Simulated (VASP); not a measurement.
Write the native input for VASP 6.6.1 that does the following.

```
Task                   : single point
Functional             : PBE
Potentials or basis    : VASP PAW PBE potentials, release 64 (Ta_pv, Si)
Cutoff                 : 520 eV
k mesh                 : 9 × 9 × 3
Occupations            : gaussian, width 0.15 eV
Spin                   : no spin polarisation
Dipole correction      : no
Further INCAR settings : LREAL = Auto; ALGO = Normal; EDIFF = 1e-07; NBANDS = 72
```

The structure of TaSi2 lies in POSCAR:

```
TaSi2
1.0
   -4.8057071671      0.0000000000      0.0000000000
   -2.4028535835     -4.1618644899      0.0000000000
    0.0000000000      0.0000000000     13.0446946197
Ta Si
6 12
Direct
    0.5000000000      1.0000000000      0.0843084356
    0.5000000000      1.0000000000      0.5900578995
    0.0000000000      0.5000000000      0.2528915902
    0.0000000000      0.5000000000      0.7586410541
    0.5000000000      0.5000000000      0.9272242087
    0.5000000000      0.5000000000      0.4214747448
    0.1589210529      0.6821578943      0.0843084356
    0.1589210529      0.6821578943      0.5900578995
    0.3178421057      0.8410789471      0.2528915902
    0.3178421057      0.8410789471      0.7586410541
    0.1589210529      0.1589210529      0.9272242087
    0.1589210529      0.1589210529      0.4214747448
    0.8410789471      0.3178421057      0.0843084356
    0.8410789471      0.3178421057      0.5900578995
    0.6821578943      0.1589210529      0.2528915902
    0.6821578943      0.1589210529      0.7586410541
    0.8410789471      0.8410789471      0.9272242087
    0.8410789471      0.8410789471      0.4214747448
```

This cell differs from its parent crystal: the distance across one plane changed.

These files were run (other wordings do the same):

INCAR

```
SYSTEM = TaSi2
ALGO = Normal
EDIFF = 1E-7
ENCUT = 520
GGA = PE
ISIF = 2
ISMEAR = 0
LASPH = .True.
LCHARG = .False.
LREAL = Auto
LWAVE = .False.
NBANDS = 72
NELM = 60
PREC = Accurate
SIGMA = 0.15
```

KPOINTS

```
k-points
0
Gamma
  9 9 3
  0 0 0
```

Potentials or basis: VASP PAW PBE potentials, release 64 (Ta_pv, Si).

Launch:

```console
$ cat potpaw_PBE.64/Ta_pv/POTCAR potpaw_PBE.64/Si/POTCAR > POTCAR
$ mpirun -np 1 vasp_std > vasp.out
```

It gave:

```json
{
 "Pressure": "3.0 GPa",
 "Largest force": "1.611 eV/Å",
 "Band gap on the k mesh": "zero (bands 57 and 58 overlap by 0.57 eV)"
}
```

Caveat: the cell differs from its parent crystal (the distance across one plane changed); the stress differs along the axes, from 1 to 6 GPa; spin-orbit coupling is left out, which moves the levels of the heavy elements; forces of over 1 eV/Å act on the atoms, so gaps and moduli don't describe the material at rest.

Run time: 23 min on 1 thread of Intel(R) Xeon(R) Platinum 8488C (Sapphire Rapids) (shared host), peak memory 0.7 GiB.
